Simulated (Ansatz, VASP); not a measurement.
ZnS3: VASP beside Ansatz

The input INCAR:

```
SYSTEM = ZnS3
PREC = Accurate ; ENCUT = 600
EDIFF = 1E-6 ; ISMEAR = 0
SIGMA = 0.1 ; LREAL = .False.
LASPH = .True. ; NELM = 80
ALGO = Normal ; ISIF = 3
LWAVE = .False. ; LCHARG = .False.
GGA = PE ; IBRION = 2
NSW = 90 ; EDIFFG = -0.04
```

Contents of KPOINTS:

```
Automatic mesh
0
Gamma
  4 4 4
  0 0 0
```

Contents of POSCAR:

```
ZnS3
1.0
    0.0000000000      3.4105576700      3.4105576700
    3.4105576700      0.0000000000      3.4105576700
    3.4105576700      3.4105576700      0.0000000000
Zn S
1 3
Direct
    0.0000000000      0.0000000000      0.0000000000
    0.2500000000      0.2500000000      0.2500000000
    0.7500000000      0.7500000000      0.7500000000
    0.5000000000      0.5000000000      0.5000000000
```

Input for Ansatz:

```yaml
crystal:
  lattice:
    - [0.0, 3.41055767, 3.41055767]
    - [3.41055767, 0.0, 3.41055767]
    - [3.41055767, 3.41055767, 0.0]
  atoms:
    - { symbol: Zn, position: [0.0, 0.0, 0.0] }
    - { symbol: S, position: [0.25, 0.25, 0.25] }
    - { symbol: S, position: [0.75, 0.75, 0.75] }
    - { symbol: S, position: [0.5, 0.5, 0.5] }
basis:
  ecutwfc: 420
kpoints:
  mp_grid: { grid: [4, 4, 4] }
hamiltonian:
  xc: pbe
scf:
  occupations: { method: gaussian, width: 0.1 }
  lower_state_search: "off"
output:
  forces: true
  stress: true
  eigenvalues: true
relax:
  adjacent_minimum: "off"
  f_tol: 0.04
  max_steps: 70
  cell: { stress_tol: 0.4 }
```

Change from the starting cell: species swapped into the V3Mo type (Fm-3m, No. 225).

Alike in both runs: task relaxation of cell and atoms; functional PBE; k mesh 4 × 4 × 4; occupations gaussian, width 0.1 eV; no spin polarisation.

|  | VASP | Ansatz |
| --- | --- | --- |
| version | VASP 6.6.1 | Ansatz 0.2.0 |
| potentials or method | VASP PAW PBE potentials, release 64 (Zn, S), cutoff 600 eV | scalar-relativistic, plane waves, PAW |
| valence electrons in the cell | 30 | 30 |

```csv
,VASP,Ansatz,Ansatz less VASP
"gap on the k mesh at the Fermi level, each at its own relaxed structure (eV)",none,none,-
relaxed volume (Å³/atom),15.96,15.92,-0.041
relaxed cell length with the largest relative difference (Å),4.486,4.483,-0.0039
```

A gap of «none» marks a metal or a gap that the smearing closes.

The k mesh is coarse, so the values compare programs but aren't converged. Noted on VASP's run: the volume moved by over 15 % at a fixed basis, so the end points are rough.
